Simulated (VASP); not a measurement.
# Al2O3: single point with PBE

Al2O3:

```xyz
20
Lattice="-7.4711 7.4711 4.5221 7.4711 -7.4711 4.5221 7.4711 7.4711 -4.5221" Properties=species:S:1:pos:R:3 pbc="T T T"
Al    0.0000   12.7112    0.3800
Al    0.0000    2.2310    0.3800
Al    2.2310    7.4711    2.6410
Al   -2.2310    7.4711    2.6410
Al    0.0000    5.2401    1.8810
Al    0.0000    9.7020    1.8810
Al    5.2401    7.4711    4.1421
Al   -5.2401    7.4711    4.1421
O     0.0000   11.2066    1.1305
O     6.0060    6.0060    4.5221
O    -6.0060    6.0060    4.5221
O     0.0000    3.7355    1.1305
O     6.0060   -6.0060    4.5221
O     1.4651    1.4651    0.0000
O     1.4651    6.0060    2.2610
O     1.4651    8.9362    2.2610
O     3.7355    7.4711    3.3915
O    -1.4651    6.0060    2.2610
O    -1.4651    8.9362    2.2610
O    -3.7355    7.4711    3.3915
```

The cell was built from a structure type or drawn by symmetry, and may not be a known phase.

```
Program                : VASP 6.6.1
Task                   : single point
Functional             : PBE
Potentials or basis    : VASP PAW PBE potentials, release 64 (Al, O)
Cutoff                 : 520 eV
k mesh                 : 2 × 2 × 2
Occupations            : gaussian, width 0.1 eV
Spin                   : no spin polarisation
Dipole correction      : no
Further INCAR settings : LREAL = Auto; ALGO = Normal; EDIFF = 1e-07; NBANDS = 64
```

The pressure is 0.0 GPa. The largest force is 0.021 eV/Å and the band gap on the k mesh is 3.68 eV.

Forces on the atoms (eV/Å):
```
Al   0.000  0.010 -0.008
Al   0.000 -0.010 -0.008
Al  -0.010  0.000 -0.008
Al   0.010  0.000 -0.008
Al   0.000  0.010  0.008
Al   0.000 -0.010  0.008
Al   0.010  0.000  0.008
Al  -0.010  0.000  0.008
O    0.000  0.000  0.000
O    0.015  0.015  0.000
O   -0.015  0.015  0.000
O    0.000  0.000  0.000
O    0.015 -0.015  0.000
O   -0.015 -0.015  0.000
O   -0.015  0.015  0.000
O   -0.015 -0.015  0.000
O    0.000  0.000  0.000
O    0.015  0.015  0.000
O    0.015 -0.015  0.000
O    0.000  0.000  0.000
```

Stress tensor (GPa, compression positive):
```
 0.07  0.00  0.00
 0.00  0.07  0.00
 0.00  0.00 -0.01
```

Levels at points of the mesh, in eV from the valence-band top:
```tsv
k point	band 45	band 46	band 47	band 48	band 49	band 50	band 51	band 52
(0.00, 0.00, 0.00)	-0.55	-0.55	-0.37	0.00	3.68	4.90	5.06	5.06
(0.50, 0.00, 0.00)	-0.58	-0.55	-0.22	-0.06	4.04	4.48	5.18	5.40
(0.50, 0.50, 0.00)	-0.57	-0.57	-0.13	-0.13	4.07	4.07	5.41	5.41
(0.50, 0.50, 0.50)	-0.63	-0.63	-0.12	-0.12	4.20	4.20	4.93	4.93
```

Run time: 21 min on 1 thread of Intel(R) Xeon(R) Platinum 8488C (Sapphire Rapids), on a shared host, peak memory 1.3 GiB.

A k mesh can miss the band edges.
